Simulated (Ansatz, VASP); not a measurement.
# One calculation of Mg, two programs

Contents of POSCAR:

```
Mg
1.0
    3.2618796642      0.0000000000      0.0000000000
   -1.6309398321      2.8248706533      0.0000000000
    0.0000000000      0.0000000000      5.2908951163
Mg
2
Direct
    0.3333333333      0.6666666667      0.2500000000
    0.6666666667      0.3333333333      0.7500000000
```

INCAR.step1

```
ALGO = Normal
EDIFF = 1E-4
ENCUT = 520
GGA = PE
ISMEAR = -1
LASPH = T
LCHARG = F
LREAL = F
LWAVE = T
NBANDS = 9
NELM = 80
PREC = Accurate
SIGMA = 0.1
```

The input INCAR.step2:

```
ALGO = Normal
EDIFF = 1E-7
ENCUT = 520
ISIF = 2
ISMEAR = -1
ISTART = 1
LASPH = T
LCHARG = F
LMIXTAU = T
LREAL = F
LWAVE = F
METAGGA = R2SCAN
NBANDS = 9
NELM = 80
PREC = Accurate
SIGMA = 0.1
```

File KPOINTS:

```
k-points
0
Gamma
  19 19 10
```

Input for Ansatz:

```yaml
crystal:
  lattice:
    - [3.2618796642, 0.0, 0.0]
    - [-1.6309398321, 2.8248706533, 0.0]
    - [0.0, 0.0, 5.2908951163]
  atoms:
    - { symbol: Mg, position: [0.3333333333, 0.6666666667, 0.25] }
    - { symbol: Mg, position: [0.6666666667, 0.3333333333, 0.75] }
hamiltonian:
  xc: r2scan
  pseudopotentials:
    kind: paw
    azcp:
      Mg: "pseudopotentials/Mg.paw.azcp"
basis:
  ecutwfc: 500
  fft_grid_basis: typed
kpoints:
  mp_grid: { grid: [19, 19, 10], shift: [0, 0, 0] }
magnetization:
  spin_polarized: false
scf:
  occupations: { method: fermi_dirac, width: 0.1 }
output:
  stress: true
```

Alike in both runs: task single point; functional r2SCAN; k mesh 19 × 19 × 10; occupations fermi-dirac, width 0.1 eV; no spin polarisation.

|  | VASP | Ansatz |
| --- | --- | --- |
| version | VASP 6.6.1 | Ansatz 0.2.0 |
| potentials or method | VASP PAW PBE potentials, release 64 (Mg), cutoff 520 eV | plane waves (500 eV) with PAW, scalar-relativistic |
| valence electrons in the cell | 4 | 20 |

```csv
,VASP,Ansatz,Ansatz less VASP
pressure (GPa),-2.8,-2.6,+0.24
```

VASP's potentials were made for PBE, not for r2SCAN. VASP's potentials hold 4 valence electrons a cell and Ansatz's 20, so a difference there can come from the potentials and not from the codes.
